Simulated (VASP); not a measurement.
Input of a VASP 6.6.1 run:

File INCAR:

```
PREC     = Accurate       # precision mode
ENCUT    = 520            # plane-wave cutoff, eV
EDIFF    = 1E-7           # SCF threshold, eV
ISMEAR   = 0              # smearing method
SIGMA    = 0.2            # smearing width, eV
LREAL    = F              # projectors in reciprocal space
LASPH    = T              # aspherical terms in the spheres
NELM     = 60             # most SCF steps
ALGO     = Normal         # electronic algorithm
ISIF     = 2              # what is computed and relaxed
LWAVE    = F              # write WAVECAR
LCHARG   = T              # write CHGCAR
GGA      = PE             # functional
LELF     = T              # ELF
LVHAR    = T            
NBANDS   = 34             # bands
```

Contents of KPOINTS:

```
regular mesh
0
Gamma
  3 3 3
```

File POSCAR:

```
AlAs4
1.0
    7.3016531959      0.0000000000      0.0000000000
    0.0000000000      7.3016531959      0.0000000000
    0.0000000000      0.0000000000      4.2861182180
Al As
2 8
Direct
    0.0000000000      0.0000000000     -0.0000066547
    0.5000000000      0.5000000000      0.4999933453
    0.7423992034      0.4999933660      0.9997380462
    0.2576007966      0.5000066340      0.9997380462
    0.0000066340      0.2423992034      0.4997380462
    0.9999933660      0.7576007966      0.4997380462
    0.2423992034      0.0000066340      0.4997380462
    0.7576007966      0.9999933660      0.4997380462
    0.5000066340      0.2576007966      0.9997380462
    0.4999933660      0.7423992034      0.9997380462
```

Potentials or basis: VASP PAW PBE potentials, release 64 (Al, As).

Launch:

```bash
$ cat potpaw_PBE.64/Al/POTCAR potpaw_PBE.64/As/POTCAR > POTCAR
$ mpirun -np 1 vasp_std > vasp.out
```

Problem. Estimate the largest force.

Solution. 0.061 eV/Å.

Problem. What does it give for the pressure?

Solution. 0.4 GPa.

Problem. What does it give for the band gap on the k mesh?

Solution. Zero (bands 23 and 24 overlap by 1.07 eV).

Stress tensor (GPa, compression positive):
```
0.61 0.00 0.00
0.00 0.61 0.00
0.00 0.00 0.10
```

Caveat: the k points lie up to 0.49 Å⁻¹ apart, too coarse for converged energies and pressures of a metal.
